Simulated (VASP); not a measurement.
# WS2: single point with PBE

Crystal: WS2.

```
W S
1.0
     3.18000    0.00000    0.00000
    -1.59000    2.75396    0.00000
     0.00000    0.00000   12.50000
W S
2 4
Direct
  0.66667 0.33333 0.75000
  0.33333 0.66667 0.25000
  0.66667 0.33333 0.37500
  0.33333 0.66667 0.87500
  0.66667 0.33333 0.12500
  0.33333 0.66667 0.62500
```

```yaml
Program: VASP 6.6.1
Task: single point
Functional: PBE
Potentials_or_basis: VASP PAW PBE potentials, release 64 (W_sv, S)
Cutoff: 520 eV
k_mesh: 10 × 10 × 3
Occupations: fermi-dirac, width 0.05 eV
Spin: non-collinear spin, zero start, spin-orbit coupling
Starting_moments: "[[0.0, 0.0, 0.0], [0.0, 0.0, 0.0], [0.0, 0.0, 0.0], [0.0, 0.0, 0.0], [0.0, 0.0, 0.0], [0.0, 0.0, 0.0]] μB"
Dipole_correction: no
Further_INCAR_settings: ALGO = Normal; EDIFF = 1e-07; NBANDS = 68
```

| Property | Result |
| --- | --- |
| Pressure | 2.5 GPa |
| Largest force | 0.157 eV/Å |
| Net moment | 0.00 μB per cell |
| Valence electrons inside the program's atomic spheres | W 12.03; S 3.72 |

Forces on the atoms (eV/Å):
```
W    0.000  0.000  0.000
W    0.000  0.000  0.000
S    0.000  0.000  0.157
S    0.000  0.000  0.157
S    0.000  0.000 -0.157
S    0.000  0.000 -0.157
```

Stress tensor (GPa, compression positive):
```
1.91 0.00 0.00
0.00 1.91 0.00
0.00 0.00 3.67
```

Moments on the atoms (μB; x, y, z):
```
W   0.00 0.00 0.00
W   0.00 0.00 0.00
S   0.00 0.00 0.00
S   0.00 0.00 0.00
S   0.00 0.00 0.00
S   0.00 0.00 0.00
```

It took 11 min on 1 thread of Oxide Virtual Turin-like Processor (shared host), peak memory 0.56 GiB.

Caveat: this functional lacks dispersion, which binds the layers, so the pressure and a relaxed spacing across them are unreliable.
